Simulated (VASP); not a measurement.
## HoAs3Pd: single point with PBE

The system is HoAs3Pd.

```
Ho As Pd
1.0
     4.87519    0.00000    0.00000
     0.00000    4.87519    0.00000
     0.00000    0.00000    4.87519
Ho As Pd
1 3 1
Cartesian
  0.0000 0.0000 0.0000
  0.0000 2.4376 2.4376
  2.4376 0.0000 2.4376
  2.4376 2.4376 0.0000
  2.4376 2.4376 2.4376
```

The cell was generated, and may not be a known phase.

```
Program                : VASP 6.6.1
Task                   : single point
Functional             : PBE
Potentials or basis    : VASP PAW PBE potentials, release 64 (Ho, As, Pd)
Cutoff                 : 690 eV
k mesh                 : 8 × 8 × 8
Occupations            : gaussian, width 0.1 eV
Spin                   : no spin polarisation
Dipole correction      : no
Second try             : not_converged
Further INCAR settings : ALGO = All; EDIFF = 1e-06; NBANDS = 31
```

```yaml
Pressure: 1.5 GPa
Band_gap_on_the_k_mesh: zero (bands 23 and 24 overlap by 0.41 eV)
```

Levels at points of the mesh, in eV from the Fermi level:
| k point | band 20 | band 21 | band 22 | band 23 | band 24 | band 25 | band 26 | band 27 |
| --- | --- | --- | --- | --- | --- | --- | --- | --- |
| (0.00, 0.00, 0.00) | -0.06 | -0.06 | -0.06 | 0.37 | 0.37 | 0.37 | 0.94 | 1.12 |
| (0.50, 0.00, 0.00) | -0.12 | -0.06 | -0.06 | -0.02 | 0.28 | 0.28 | 0.40 | 0.40 |
| (0.50, 0.50, 0.00) | -0.10 | -0.09 | -0.09 | -0.07 | -0.04 | 0.01 | 0.01 | 1.52 |
| (0.50, 0.50, 0.50) | -0.09 | -0.08 | -0.08 | -0.08 | 2.15 | 1.91 | 1.38 | 3.03 |

It took 3 min on 4 MPI ranks on Intel(R) Xeon(R) Platinum 8488C (Sapphire Rapids), on a shared host, peak memory 0.57 GiB a rank.

Caveat: spin-orbit coupling is left out, which moves the levels of the heavy elements; semilocal functionals describe open f shells poorly, which spoils levels, moments and volumes. Spin polarisation is off, so any magnetic state and its effect on volume and gap are missing.
